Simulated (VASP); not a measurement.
# Mg (P6_3/mmc) in VASP: a series of runs

Runs on Mg. Level: LDA. Tasks: single point, relaxation of cell and atoms.

Program: VASP 6.6.1. These are calculated values, not measurements. Logs are shortened: lines on timing, memory, paths and dates and some standing lists are left out, and cuts for length are marked.

### 1 The cell of the first run

It takes space group P6_3/mmc (No. 194, hexagonal). The conventional cell has a = 3.130 Å, b = 3.130 Å, c = 5.101 Å, α = 90.00°, β = 90.00°, γ = 120.00°. Mg (site symmetry -6m2) has 12 Mg at 3.13 Å within 4.1 Å.

### 2 Single point, LDA

The input, INCAR:

```
PREC     = Accurate       # precision mode
ENCUT    = 520            # plane-wave cutoff, eV
EDIFF    = 1E-7           # SCF threshold, eV
ISMEAR   = 0              # smearing method
SIGMA    = 0.1            # smearing width, eV
LREAL    = F              # projectors in reciprocal space
LASPH    = T              # aspherical terms in the spheres
NELM     = 100            # most SCF steps
ALGO     = Normal         # electronic algorithm
ISIF     = 2              # what is computed and relaxed
LWAVE    = F              # write WAVECAR
LCHARG   = T              # write CHGCAR
GGA      = CA             # functional
LELF     = T              # ELF
LVHAR    = T            
NBANDS   = 9              # bands
```

The input, KPOINTS:

```
regular mesh
0
Gamma
  8 8 5
```

The input, POSCAR:

```
Mg
1.0
    3.1300978238      0.0000000000      0.0000000000
   -1.5650489119      2.7107442318      0.0000000000
    0.0000000000      0.0000000000      5.1013758330
Mg
2
Direct
    0.3333333333      0.6666666667      0.2500000000
    0.6666666667      0.3333333333      0.7500000000
```

Potentials or basis: VASP PAW LDA potentials, release 64 (Mg).

Command:

```
$ cat potpaw_LDA.64/Mg/POTCAR > POTCAR
$ mpirun -np 1 vasp_std > vasp.out
```

OUTCAR:

```text
PREC = Accurate
   ENCUT = 520
   EDIFF = 1E-7
   ISMEAR = 0
   LREAL = F
   LASPH = T
   NELM = 100
   ISIF = 2
   GGA = CA

 ion  position               nearest neighbor table
   1  0.333  0.667  0.250-   2 3.13   2 3.13   2 3.13   2 3.13   2 3.13   2 3.13
   2  0.667  0.333  0.750-   1 3.13   1 3.13   1 3.13   1 3.13   1 3.13   1 3.13

  LATTYP: Found a hexagonal cell.
 ALAT       =     3.1300978238
 C/A-ratio  =     1.6297815979

  Lattice vectors:

 A1 = (   3.1300978238,   0.0000000000,   0.0000000000)
 A2 = (  -1.5650489119,   2.7107442318,   0.0000000000)
 A3 = (   0.0000000000,   0.0000000000,   5.1013758330)

Analysis of symmetry for initial positions (statically):
=====================================================================
 Subroutine PRICEL returns:
 Original cell was already a primitive cell.

 Routine SETGRP: Setting up the symmetry group for a
 hexagonal supercell.

 Subroutine GETGRP returns: Found 24 space group operations
 (whereof 12 operations were pure point group operations)
 out of a pool of 24 trial point group operations.

The static configuration has the point symmetry D_3d.
 The point group associated with its full space group is D_6h.

Analysis of symmetry for dynamics (positions and initial velocities):
=====================================================================
 Subroutine PRICEL returns:
 Original cell was already a primitive cell.

 Routine SETGRP: Setting up the symmetry group for a
 hexagonal supercell.

 Subroutine GETGRP returns: Found 24 space group operations
 (whereof 12 operations were pure point group operations)
 out of a pool of 24 trial point group operations.

The dynamic configuration has the point symmetry D_3d.
 The point group associated with its full space group is D_6h.

 Subroutine INISYM returns: Found 24 space group operations
 (whereof 12 operations are pure point group operations),
 and found     1 'primitive' translations

----------------------------------------------------------------------------------------

                                     Primitive cell

  volume of cell :      43.2846

  direct lattice vectors                    reciprocal lattice vectors
     3.130097824  0.000000000  0.000000000     0.319478833  0.184451190  0.000000000
    -1.565048912  2.710744232  0.000000000     0.000000000  0.368902380  0.000000000
     0.000000000  0.000000000  5.101375833     0.000000000  0.000000000  0.196025549

  length of vectors
     3.130097824  3.130097824  5.101375833     0.368902380  0.368902380  0.196025549

  position of ions in fractional coordinates (direct lattice)
     0.333333333  0.666666667  0.250000000
     0.666666667  0.333333333  0.750000000

  ion indices of the primitive-cell ions
   primitive index   ion index
                 1           1
                 2           2

----------------------------------------------------------------------------------------

 KPOINTS: regular mesh

Automatic generation of k-mesh.
 Grid dimensions read from file:
 generate k-points for:    8    8    5

 Generating k-lattice:

  Cartesian coordinates                     Fractional coordinates (reciprocal lattice)
     0.039934854  0.023056399  0.000000000     0.125000000  0.000000000  0.000000000
     0.000000000  0.046112798  0.000000000     0.000000000  0.125000000  0.000000000
     0.000000000  0.000000000  0.039205110     0.000000000  0.000000000  0.200000000

  Length of vectors
     0.046112798  0.046112798  0.039205110

  Shift w.r.t. Gamma in fractional coordinates (k-lattice)
     0.000000000  0.000000000  0.000000000

 Subroutine IBZKPT returns following result:
 ===========================================

 Found     30 irreducible k-points:

 Following reciprocal coordinates:
            Coordinates               Weight
  0.000000  0.000000  0.000000      1.000000
  0.125000  0.000000  0.000000      6.000000
  0.250000  0.000000  0.000000      6.000000
  0.375000  0.000000  0.000000      6.000000
  0.500000  0.000000  0.000000      3.000000
  0.125000  0.125000  0.000000      6.000000
[... 16 lines left out ...]
  0.250000  0.000000  0.400000     12.000000
  0.375000  0.000000  0.400000     12.000000
 [... further k-points ...]
   k-points           NKPTS =     30   k-points in BZ     NKDIM =     30   number of bands    NBANDS=      9
   number of dos      NEDOS =    301   number of ions     NIONS =      2
   total plane-waves  NPLWV =  23040
   dimension x,y,z NGX =    24 NGY =   24 NGZ =   40
   dimension x,y,z NGXF=    48 NGYF=   48 NGZF=   80
   ions per type =               2
   NGX,Y,Z   is equivalent  to a cutoff of  12.75, 12.75, 13.04 a.u.
   NGXF,Y,Z  is equivalent  to a cutoff of  25.49, 25.49, 26.07 a.u.
 SYSTEM =  unknown system
   PREC   = accura    normal or accurate (medium, high low for compatibility)
   ISTART =      0    job   : 0-new  1-cont  2-samecut
   ICHARG =      2    charge: 1-file 2-atom 10-const
   ISPIN  =      1    spin polarized calculation?
   LNONCOLLINEAR =      F non collinear calculations
   LSORBIT =      F    spin-orbit coupling
   LASPH  =      T    aspherical Exc in radial PAW
   ENCUT  =  520.0 eV  38.22 Ry    6.18 a.u.   5.82  5.82  9.49*2*pi/ulx,y,z
   NELM   =    100;   NELMIN=  2; NELMDL= -5     # of ELM steps
   EDIFF  = 0.1E-06   stopping-criterion for ELM
   LREAL  =      F    real-space projection
   EDIFFG = 0.1E-05   stopping-criterion for IOM
   NSW    =      0    number of steps for IOM
   IBRION =     -1    ionic relax: 0-MD 1-quasi-New 2-CG
   NFREE  =      0    steps in history (QN), initial steepest desc. (CG)
   ISIF   =      2    stress and relaxation
   ISYM   =      2    0-nonsym 1-usesym 2-fastsym
   POTIM  = 0.5000    time-step for ionic-motion
   TEBEG  =    0.0;   TEEND  =   0.0 temperature during run
   PSTRESS=    0.0 pullay stress
   NELECT =       4.0000    total number of electrons
   NUPDOWN=      -1.0000    fix difference up-down
   EMIN   =  10.00;   EMAX   =-10.00  energy-range for DOS
   EFERMI =   0.00;   METHOD = LEGACY
   ISMEAR =     0;   SIGMA  =   0.10  broadening in eV -4-tet -1-fermi 0-gaus
   EFERMI_NEDOS =   21; number of points for ismear=-14 and -15
   IALGO  =     38    algorithm
   IMIX   =      4    mixing-type and parameters
     AMIX     =   0.40;   BMIX     =  1.00
     AMIX_MAG =   1.60;   BMIX_MAG =  1.00
  volume/ion in A,a.u.               =      21.64       146.05
  Fermi-wavevector in a.u.,A,eV,Ry     =   0.740145  1.398672  7.453474  0.547815
  Thomas-Fermi vector in A             =   1.834477
   LORBIT       =      0    0 simple, 1 ext, 2 COOP (PROOUT), +10 PAW based schemes
   GGA     = CA    functional components
   LHFCALC =     F    Hartree Fock is set to
   AEXX    =    0.0000 exact exchange contribution
   IVDW    =     0    specifies the selected vdW correction
   LEPSILON=     F    determine dielectric tensor
   LRPA    =     F    only Hartree local field effects (RPA)
 non-spin polarized calculation
 Gauss-broadening in eV      SIGMA  =   0.10
  energy-cutoff  :      520.00
  volume of cell :       43.28
 maximum number of plane-waves:      1183
 NGX is ok and might be reduce to    24
   NGX = 11   NGY = 11   NGZ = 19

 number of electron       4.0000000 magnetization

 Free energy of the ion-electron system (eV)
  ---------------------------------------------------
  ext. energy  EPLUGINS =         0.00000000
  ---------------------------------------------------
  free energy    TOTEN  =        -3.64914881 eV

  energy without entropy =       -3.64555169  energy(sigma->0) =       -3.64735025

 E-fermi :   2.7691     XC(G=0):  -8.8712

 val. band max:        2.7499974967   @ k =   0.2500   0.2500   0.2000
 cond. band min:       3.0471404589   @ k =   0.2500   0.1250   0.0000
 fundamental gap:      0.2971429622
 Fermi energy:         2.7691022625

 k-point     1 :       0.0000    0.0000    0.0000
  band No.  band energies     occupation
      1      -4.3939      2.00000
      2       1.0112      2.00000
      3       1.4760      2.00000
      4      14.0644      0.00000
      5      14.0644      0.00000
      6      14.2375      0.00000
      7      14.2375      0.00000
      8      14.9146      0.00000
      9      16.7499      0.00000

 k-point     2 :       0.1250    0.0000    0.0000
  band No.  band energies     occupation
      1      -4.0739      2.00000
      2       1.3015      2.00000
      3       1.7856      2.00000
      4      10.4366      0.00000
      5      12.3073      0.00000
      6      13.0681      0.00000
      7      15.2628      0.00000
      8      15.6162      0.00000
      9      16.2999      0.00000

 k-point     3 :       0.2500    0.0000    0.0000
  band No.  band energies     occupation
      1      -3.1208      2.00000
      2       2.1735      2.00000
      3       2.6765      1.80981
      4       6.7438      0.00000
      5      10.9908      0.00000
      6      11.0396      0.00000
      7      11.5527      0.00000
      8      13.3739      0.00000
      9      15.5328      0.00000

 k-point     4 :       0.3750    0.0000    0.0000
  band No.  band energies     occupation
      1      -1.5548      2.00000
      2       3.0758      0.00001
      3       3.6299      0.00000
      4       4.5925      0.00000
      5       8.3357      0.00000
      6       8.7116      0.00000
      7      10.2035      0.00000
      8      11.8683      0.00000
      9      14.6242      0.00000

 k-point     5 :       0.5000    0.0000    0.0000
  band No.  band energies     occupation
      1       0.5724      2.00000
      2       0.5991      2.00000
      3       5.5150      0.00000
      4       5.8586      0.00000
      5       6.1614      0.00000
      6       6.5871      0.00000
      7       9.9417      0.00000
      8      11.4147      0.00000
      9      14.3184      0.00000

 k-point     6 :       0.1250    0.1250    0.0000
  band No.  band energies     occupation
      1      -3.4373      2.00000
      2       1.8826      2.00000
      3       2.3891      2.00000
      4       8.5365      0.00000
      5       8.9412      0.00000
      6      13.2483      0.00000
      7      13.7339      0.00000
      8      14.0115      0.00000
      9      14.4557      0.00000
[... 169 lines left out ...]
 k-point    21 :       0.0000    0.0000    0.4000
  band No.  band energies     occupation
      1      -3.4715      2.00000
      2      -2.3318      2.00000
      3       6.4017      0.00000
      4       9.5014      0.00000
      5      14.6739      0.00000
      6      14.6739      0.00000
      7      14.7298      0.00000
      8      14.7298      0.00000
      9      16.2695      0.00000

 k-point    22 :       0.1250    0.0000    0.4000
  band No.  band energies     occupation
      1      -3.1547      2.00000
      2      -2.0191      2.00000
      3       6.6680      0.00000
      4       9.6915      0.00000
      5      11.3069      0.00000
      6      12.1468      0.00000
      7      13.0592      0.00000
      8      13.9938      0.00000
      9      14.7727      0.00000

 k-point    23 :       0.2500    0.0000    0.4000
  band No.  band energies     occupation
      1      -2.2113      2.00000
      2      -1.0881      2.00000
      3       7.0348      0.00000
      4       7.8953      0.00000
      5       8.5352      0.00000
      6      10.6147      0.00000
      7      11.7539      0.00000
      8      12.7119      0.00000
      9      13.3094      0.00000

 k-point    24 :       0.3750    0.0000    0.4000
  band No.  band energies     occupation
      1      -0.6627      2.00000
      2       0.4345      2.00000
      3       4.2151      0.00000
      4       5.2666      0.00000
      5       8.9712      0.00000
      6      10.9651      0.00000
      7      11.2084      0.00000
      8      11.9205      0.00000
      9      12.6640      0.00000

 [... further k-points ...]

------------------------ aborting loop because EDIFF is reached ----------------------------------------

  FORCE on cell =-STRESS in cart. coord.  units (eV):
  Direction    XX          YY          ZZ          XY          YZ          ZX
  --------------------------------------------------------------------------------------
  -------------------------------------------------------------------------------------
  Total       -0.0896830     -0.0896830     -0.0884363      0.0000000      0.0000000      0.0000000
  in kB       -3.3196103     -3.3196103     -3.2734618      0.0000000      0.0000000      0.0000000
  external PRESSURE =      -3.3042275 kB  Pullay stress =       0.0000000 kB

 VOLUME and BASIS-vectors are now :
 -----------------------------------------------------------------------------
  energy-cutoff  :      520.00
  volume of cell :       43.28
      direct lattice vectors                 reciprocal lattice vectors
     3.130097824  0.000000000  0.000000000     0.319478833  0.184451190  0.000000000
    -1.565048912  2.710744232  0.000000000     0.000000000  0.368902380  0.000000000
     0.000000000  0.000000000  5.101375833     0.000000000  0.000000000  0.196025549

 POSITION                                       TOTAL-FORCE (eV/Angst)
 -----------------------------------------------------------------------------------
     -0.00000      1.80716      1.27534         0.000000      0.000000      0.000000
      1.56505      0.90358      3.82603         0.000000     -0.000000      0.000000
 -----------------------------------------------------------------------------------
    total drift:                               -0.000000      0.000000     -0.000000

  FREE ENERGIE OF THE ION-ELECTRON SYSTEM (eV)
  ---------------------------------------------------
  free  energy   TOTEN  =        -3.6491488085 eV

  energy  without entropy=       -3.6455516902  energy(sigma->0) =       -3.64735025
```

It took 6.9 s on 1 thread of Intel Xeon Platinum 8259CL at 2.50GHz (Skylake/Cascade Lake), shared host; peak memory 0.14 GiB.

Results:

| Quantity | Value |
| --- | --- |
| Free energy | -3.6491 eV |
| Pressure | -0.3 GPa |
| Band gap on the k mesh | zero (band 2 reaches 3.81 eV, above the bottom of band 3 at 1.48 eV) |

### 3 Relaxation of cell and atoms, LDA

This run uses another cell than the first one, of 23.24 Å³/atom, 1.074 times its volume.

The input, INCAR:

```
SYSTEM = Mg
  PREC = Accurate
  ENCUT = 600
  EDIFF = 1E-7
  ISMEAR = 0
  SIGMA = 0.1
  LREAL = .FALSE.
  LASPH = .TRUE.
  NELM = 80
  ALGO = Normal
  ISIF = 3
  LWAVE = .FALSE.
  LCHARG = .FALSE.
  IBRION = 2
  NSW = 80
  EDIFFG = -0.02
```

The input, KPOINTS:

```
Automatic mesh
0
G
  8 8 5
  0 0 0
```

The input, POSCAR:

```
Mg
1.0
    3.2093000000      0.0000000000      0.0000000000
   -1.6046500000      2.7793353300      0.0000000000
    0.0000000000      0.0000000000      5.2103000000
Mg
2
Direct
    0.3333333333      0.6666666667      0.2500000000
    0.6666666667      0.3333333333      0.7500000000
```

Potentials or basis: VASP PAW LDA potentials, release 64 (Mg).

Command:

```
$ cat potpaw_LDA.64/Mg/POTCAR > POTCAR
$ mpirun -np 1 vasp_std > vasp.out
```

Run time: 15 s. Hardware: 1 thread of Intel Xeon Platinum 8259CL at 2.50GHz (Skylake/Cascade Lake), shared host; peak memory 0.16 GiB.

It converged, with:

- Free energy: -3.6496 eV
- Relaxed volume: 21.49 Å³/atom
- Relaxed cell: a = 3.123 Å, b = 3.123 Å, c = 5.087 Å, α = 90.00°, β = 90.00°, γ = 120.00°
- Space group after relaxing (to 0.05 Å): P6_3/mmc (No. 194)
- Energy gained by relaxing: 16.4 meV/atom
- Ionic steps: 3
- Pressure after relaxing: 0.0 GPa
- Band gap on the k mesh: zero (band 2 reaches 3.85 eV, above the bottom of band 3 at 1.52 eV)

The path:
```tsv
step	energy change (eV)	largest force (eV/Å)	pressure (GPa)	volume (Å³)
1	0.0000	0.0000	-2.77	46.47
2	-0.0305	0.0000	-0.81	43.83
3	-0.0328	0.0000	-0.04	42.97
```

Final structure:
```cif
data_structure
_symmetry_space_group_name_H-M 'P 1'
_symmetry_Int_Tables_number 1
_cell_length_a 3.1231
_cell_length_b 3.1231
_cell_length_c 5.0871
_cell_angle_alpha 90.000
_cell_angle_beta 90.000
_cell_angle_gamma 120.000
_cell_volume 42.97
loop_
_atom_site_label
_atom_site_type_symbol
_atom_site_fract_x
_atom_site_fract_y
_atom_site_fract_z
_atom_site_occupancy
Mg1 Mg 0.33333 0.66667 0.25000 1
Mg2 Mg 0.66667 0.33333 0.75000 1
```

Levels at points of the mesh, in eV from the Fermi level:
```tsv
k point	band 1	band 2	band 3	band 4	band 5	band 6
(0.00, 0.00, 0.00)	-7.20	-1.77	-1.29	11.33	11.33	11.52
(0.50, 0.00, 0.00)	-2.21	-2.18	2.76	3.09	3.42	3.84
```

LDA usually gives volumes a few per cent too small. Zero-point motion and thermal expansion aren't in these numbers.
